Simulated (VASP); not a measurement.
# ZnSe2 (Pa-3) in VASP: single point with r2SCAN

Aim: the single point of ZnSe2 with r2SCAN.

Everything below comes from runs of VASP 6.6.1. Logs are shortened: lines on timing, memory, paths and dates and some standing lists are left out, and cuts for length are marked.

### 1 The cell of the first run

It takes space group Pa-3 (No. 205, cubic). The conventional cell has a = 6.307 Å, b = 6.307 Å, c = 6.307 Å, α = 90.00°, β = 90.00°, γ = 90.00°. Zn (site symmetry -3) has 6 Se at 2.65 Å within 3.5 Å. Within 3.1 Å of Se (site symmetry 3) lie 1 Se at 2.37 Å and 3 Zn at 2.65 Å.

### 2 Single point, r2SCAN

Contents of POSCAR:

```
ZnSe2
1.0
    6.3069739194      0.0000000000      0.0000000000
    0.0000000000      6.3069739194      0.0000000000
    0.0000000000      0.0000000000      6.3069739194
Zn Se
4 8
Direct
    0.5000000000      0.5000000000      0.0000000000
    0.5000000000      0.0000000000      0.5000000000
    0.0000000000      0.5000000000      0.5000000000
    0.0000000000      0.0000000000      0.0000000000
    0.1083085855      0.8916914145      0.3916914145
    0.8916914145      0.3916914145      0.1083085855
    0.3916914145      0.1083085855      0.8916914145
    0.6083085855      0.6083085855      0.6083085855
    0.8916914145      0.1083085855      0.6083085855
    0.1083085855      0.6083085855      0.8916914145
    0.6083085855      0.8916914145      0.1083085855
    0.3916914145      0.3916914145      0.3916914145
```

Contents of INCAR.step1:

```
ALGO = Normal ; EDIFF = 1E-4
ENCUT = 520 ; GGA = PE
ISMEAR = 0 ; LASPH = True
LCHARG = False ; LREAL = False
LWAVE = True ; NBANDS = 60
NELM = 100 ; PREC = Accurate
SIGMA = 0.02
```

Contents of INCAR.step2:

```
ALGO = Normal ; EDIFF = 1E-6
ENCUT = 520 ; ISIF = 2
ISMEAR = 0 ; ISTART = 1
LASPH = True ; LCHARG = True
LELF = True ; LMIXTAU = True
LREAL = False ; LVHAR = True
LWAVE = False ; METAGGA = R2SCAN
NBANDS = 60 ; NELM = 100
PREC = Accurate ; SIGMA = 0.02
```

Contents of KPOINTS:

```
k-points
0
Gamma
  4 4 4
```

Potentials or basis: VASP PAW PBE potentials, release 64 (Zn, Se).

On the command line:

```bash
cat potpaw_PBE.64/Zn/POTCAR potpaw_PBE.64/Se/POTCAR > POTCAR
cp INCAR.step1 INCAR
mpirun -np 1 vasp_std > vasp.out
cp INCAR.step2 INCAR
mpirun -np 1 vasp_std > vasp.out
```

OUTCAR:

```text
EDIFF = 1E-6
   ENCUT = 520
   ISIF = 2
   ISMEAR = 0
   ISTART = 1
   LASPH = True
   LREAL = False
   METAGGA = R2SCAN
   NELM = 100
   PREC = Accurate

 ion  position               nearest neighbor table
   1  0.500  0.500  0.000-   6 2.65   7 2.65   8 2.65  10 2.65  11 2.65  12 2.65
   2  0.500  0.000  0.500-   5 2.65   7 2.65   8 2.65   9 2.65  11 2.65  12 2.65
   3  0.000  0.500  0.500-   5 2.65   6 2.65   8 2.65   9 2.65  10 2.65  12 2.65
   4  0.000  0.000  0.000-   5 2.65   6 2.65   7 2.65   9 2.65  10 2.65  11 2.65
   5  0.108  0.892  0.392-   9 2.37   3 2.65   4 2.65   2 2.65
   6  0.892  0.392  0.108-  10 2.37   3 2.65   4 2.65   1 2.65
   7  0.392  0.108  0.892-  11 2.37   2 2.65   4 2.65   1 2.65
   8  0.608  0.608  0.608-  12 2.37   2 2.65   3 2.65   1 2.65
   9  0.892  0.108  0.608-   5 2.37   3 2.65   4 2.65   2 2.65
  10  0.108  0.608  0.892-   6 2.37   3 2.65   4 2.65   1 2.65
  11  0.608  0.892  0.108-   7 2.37   2 2.65   4 2.65   1 2.65
  12  0.392  0.392  0.392-   8 2.37   2 2.65   3 2.65   1 2.65

  LATTYP: Found a simple cubic cell.
 ALAT       =     6.3069739194

  Lattice vectors:

 A1 = (   6.3069739194,   0.0000000000,   0.0000000000)
 A2 = (   0.0000000000,   6.3069739194,   0.0000000000)
 A3 = (   0.0000000000,   0.0000000000,   6.3069739194)

Analysis of symmetry for initial positions (statically):
=====================================================================
 Subroutine PRICEL returns:
 Original cell was already a primitive cell.

 Routine SETGRP: Setting up the symmetry group for a
 simple cubic supercell.

 Subroutine GETGRP returns: Found 24 space group operations
 (whereof  6 operations were pure point group operations)
 out of a pool of 48 trial point group operations.

The static configuration has the point symmetry S_6 .
 The point group associated with its full space group is T_h .

Analysis of symmetry for dynamics (positions and initial velocities):
=====================================================================
 Subroutine PRICEL returns:
 Original cell was already a primitive cell.

 Routine SETGRP: Setting up the symmetry group for a
 simple cubic supercell.

 Subroutine GETGRP returns: Found 24 space group operations
 (whereof  6 operations were pure point group operations)
 out of a pool of 48 trial point group operations.

The dynamic configuration has the point symmetry S_6 .
 The point group associated with its full space group is T_h .

 Subroutine INISYM returns: Found 24 space group operations
 (whereof  6 operations are pure point group operations),
 and found     1 'primitive' translations

----------------------------------------------------------------------------------------

                                     Primitive cell

  volume of cell :     250.8783

  direct lattice vectors                    reciprocal lattice vectors
     6.306973919  0.000000000  0.000000000     0.158554643  0.000000000  0.000000000
     0.000000000  6.306973919  0.000000000     0.000000000  0.158554643  0.000000000
     0.000000000  0.000000000  6.306973919     0.000000000  0.000000000  0.158554643

  length of vectors
     6.306973919  6.306973919  6.306973919     0.158554643  0.158554643  0.158554643

  position of ions in fractional coordinates (direct lattice)
     0.500000000  0.500000000  0.000000000
     0.500000000  0.000000000  0.500000000
     0.000000000  0.500000000  0.500000000
     0.000000000  0.000000000  0.000000000
     0.108308585  0.891691415  0.391691415
     0.891691415  0.391691415  0.108308585
     0.391691415  0.108308585  0.891691415
     0.608308585  0.608308585  0.608308585
     0.891691415  0.108308585  0.608308585
     0.108308585  0.608308585  0.891691415
     0.608308585  0.891691415  0.108308585
     0.391691415  0.391691415  0.391691415

  ion indices of the primitive-cell ions
   primitive index   ion index
                 1           1
                 2           2
                 3           3
                 4           4
                 5           5
                 6           6
                 7           7
                 8           8
                 9           9
                10          10
                11          11
                12          12

----------------------------------------------------------------------------------------

 KPOINTS: k-points

Automatic generation of k-mesh.
 Grid dimensions read from file:
 generate k-points for:    4    4    4

 Generating k-lattice:

  Cartesian coordinates                     Fractional coordinates (reciprocal lattice)
     0.039638661  0.000000000  0.000000000     0.250000000  0.000000000  0.000000000
     0.000000000  0.039638661  0.000000000     0.000000000  0.250000000  0.000000000
     0.000000000  0.000000000  0.039638661     0.000000000  0.000000000  0.250000000

  Length of vectors
     0.039638661  0.039638661  0.039638661

  Shift w.r.t. Gamma in fractional coordinates (k-lattice)
     0.000000000  0.000000000  0.000000000

 Subroutine IBZKPT returns following result:
 ===========================================

 Found     11 irreducible k-points:

 Following reciprocal coordinates:
            Coordinates               Weight
  0.000000  0.000000  0.000000      1.000000
  0.250000  0.000000  0.000000      6.000000
  0.500000  0.000000  0.000000      3.000000
  0.250000  0.250000  0.000000     12.000000
  0.500000  0.250000  0.000000      6.000000
 -0.250000  0.500000  0.000000      6.000000
  0.500000  0.500000  0.000000      3.000000
  0.250000  0.250000  0.250000      8.000000
  0.500000  0.250000  0.250000     12.000000
  0.500000  0.500000  0.250000      6.000000
  0.500000  0.500000  0.500000      1.000000
   k-points           NKPTS =     11   k-points in BZ     NKDIM =     11   number of bands    NBANDS=     60
   number of dos      NEDOS =    301   number of ions     NIONS =     12
   total plane-waves  NPLWV = 110592
   dimension x,y,z NGX =    48 NGY =   48 NGZ =   48
   dimension x,y,z NGXF=    96 NGYF=   96 NGZF=   96
   ions per type =               4   8
   NGX,Y,Z   is equivalent  to a cutoff of  12.65, 12.65, 12.65 a.u.
   NGXF,Y,Z  is equivalent  to a cutoff of  25.30, 25.30, 25.30 a.u.
 SYSTEM =  unknown system
   PREC   = accura    normal or accurate (medium, high low for compatibility)
   ISTART =      1    job   : 0-new  1-cont  2-samecut
   ICHARG =      0    charge: 1-file 2-atom 10-const
   ISPIN  =      1    spin polarized calculation?
   LNONCOLLINEAR =      F non collinear calculations
   LSORBIT =      F    spin-orbit coupling
   LASPH  =      T    aspherical Exc in radial PAW
   ENCUT  =  520.0 eV  38.22 Ry    6.18 a.u.  11.73 11.73 11.73*2*pi/ulx,y,z
   NELM   =    100;   NELMIN=  2; NELMDL=  0     # of ELM steps
   EDIFF  = 0.1E-05   stopping-criterion for ELM
   LREAL  =      F    real-space projection
   EDIFFG = 0.1E-04   stopping-criterion for IOM
   NSW    =      0    number of steps for IOM
   IBRION =     -1    ionic relax: 0-MD 1-quasi-New 2-CG
   NFREE  =      0    steps in history (QN), initial steepest desc. (CG)
   ISIF   =      2    stress and relaxation
   ISYM   =      2    0-nonsym 1-usesym 2-fastsym
   POTIM  = 0.5000    time-step for ionic-motion
   TEBEG  =    0.0;   TEEND  =   0.0 temperature during run
   PSTRESS=    0.0 pullay stress
   NELECT =      96.0000    total number of electrons
   NUPDOWN=      -1.0000    fix difference up-down
   EMIN   =  10.00;   EMAX   =-10.00  energy-range for DOS
   EFERMI =   0.00;   METHOD = LEGACY
   ISMEAR =     0;   SIGMA  =   0.02  broadening in eV -4-tet -1-fermi 0-gaus
   EFERMI_NEDOS =   21; number of points for ismear=-14 and -15
   IALGO  =     38    algorithm
   IMIX   =      4    mixing-type and parameters
     AMIX     =   0.40;   BMIX     =  1.00
     AMIX_MAG =   1.60;   BMIX_MAG =  1.00
  volume/ion in A,a.u.               =      20.91       141.08
  Fermi-wavevector in a.u.,A,eV,Ry     =   1.188532  2.246000 19.219702  1.412608
  Thomas-Fermi vector in A             =   2.324659
   LORBIT       =      0    0 simple, 1 ext, 2 COOP (PROOUT), +10 PAW based schemes
   METAGGA = R2SCAN    functional components
   LHFCALC =     F    Hartree Fock is set to
   AEXX    =    0.0000 exact exchange contribution
   IVDW    =     0    specifies the selected vdW correction
   LEPSILON=     F    determine dielectric tensor
   LRPA    =     F    only Hartree local field effects (RPA)
 non-spin polarized calculation
 Gauss-broadening in eV      SIGMA  =   0.02
  energy-cutoff  :      520.00
  volume of cell :      250.88
 maximum number of plane-waves:      6816
 NGX is ok and might be reduce to    48
   NGX = 23   NGY = 23   NGZ = 23

 number of electron      96.0000023 magnetization

 Free energy of the ion-electron system (eV)
  ---------------------------------------------------
  ext. energy  EPLUGINS =         0.00000000
  ---------------------------------------------------
  free energy    TOTEN  =      -155.24522336 eV

  energy without entropy =     -155.24522336  energy(sigma->0) =     -155.24522336

 E-fermi :   3.6902     XC(G=0): -10.5657

 val. band max:        3.5481964794   @ k =   0.0000   0.0000   0.0000
 cond. band min:       4.7279028232   @ k =   0.2500   0.2500   0.2500
 fundamental gap:      1.1797063438
 Fermi energy:         3.6901720812

 k-point     1 :       0.0000    0.0000    0.0000
  band No.  band energies     occupation
      1     -12.4481      2.00000
      2     -11.3686      2.00000
      3     -11.3686      2.00000
      4     -11.3686      2.00000
      5      -8.9486      2.00000
      6      -8.9486      2.00000
[... 682 lines left out ...]
     59       8.6110      0.00000
     60       8.6110      0.00000

------------------------ aborting loop because EDIFF is reached ----------------------------------------

  FORCE on cell =-STRESS in cart. coord.  units (eV):
  Direction    XX          YY          ZZ          XY          YZ          ZX
  --------------------------------------------------------------------------------------
  -------------------------------------------------------------------------------------
  Total        0.0722795      0.0722795      0.0722795     -0.0000000      0.0000000     -0.0000000
  in kB        0.4615965      0.4615965      0.4615965     -0.0000000      0.0000000     -0.0000000
  external PRESSURE =       0.4615965 kB  Pullay stress =       0.0000000 kB

 VOLUME and BASIS-vectors are now :
 -----------------------------------------------------------------------------
  energy-cutoff  :      520.00
  volume of cell :      250.88
      direct lattice vectors                 reciprocal lattice vectors
     6.306973919  0.000000000  0.000000000     0.158554643  0.000000000  0.000000000
     0.000000000  6.306973919  0.000000000     0.000000000  0.158554643  0.000000000
     0.000000000  0.000000000  6.306973919     0.000000000  0.000000000  0.158554643

 POSITION                                       TOTAL-FORCE (eV/Angst)
 -----------------------------------------------------------------------------------
      3.15349      3.15349      0.00000        -0.000000     -0.000000     -0.000000
      3.15349      0.00000      3.15349        -0.000000     -0.000000     -0.000000
      0.00000      3.15349      3.15349        -0.000000     -0.000000     -0.000000
      0.00000      0.00000      0.00000        -0.000000     -0.000000     -0.000000
      0.68310      5.62387      2.47039        -0.001582      0.001582      0.001582
      5.62387      2.47039      0.68310         0.001582      0.001582     -0.001582
      2.47039      0.68310      5.62387         0.001582     -0.001582      0.001582
      3.83659      3.83659      3.83659        -0.001582     -0.001582     -0.001582
      5.62387      0.68310      3.83659         0.001582     -0.001582     -0.001582
      0.68310      3.83659      5.62387        -0.001582     -0.001582      0.001582
      3.83659      5.62387      0.68310        -0.001582      0.001582     -0.001582
      2.47039      2.47039      2.47039         0.001582      0.001582      0.001582
 -----------------------------------------------------------------------------------
    total drift:                               -0.000000      0.000000     -0.000000

  FREE ENERGIE OF THE ION-ELECTRON SYSTEM (eV)
  ---------------------------------------------------
  free  energy   TOTEN  =      -155.2452233566 eV

  energy  without entropy=     -155.2452233566  energy(sigma->0) =     -155.24522336
```

Wall time 19 min (1 thread of AMD EPYC 7R13, shared host); peak memory 0.4 GiB.

Results:

```yaml
Free_energy: -155.2452 eV
Pressure: 0.0 GPa
Band_gap_on_the_k_mesh: 1.18 eV (least direct gap 1.35 eV)
```

Forces in eV/Å, atoms in the order of the input:
```
Zn   0.000  0.000  0.000
Zn   0.000  0.000  0.000
Zn   0.000  0.000  0.000
Zn   0.000  0.000  0.000
Se  -0.002  0.002  0.002
Se   0.002  0.002 -0.002
Se   0.002 -0.002  0.002
Se  -0.002 -0.002 -0.002
Se   0.002 -0.002 -0.002
Se  -0.002 -0.002  0.002
Se  -0.002  0.002 -0.002
Se   0.002  0.002  0.002
```

Caveat: the PAW data sets were made with another functional, which shifts forces and pressure a little. A k mesh can miss the band edges.
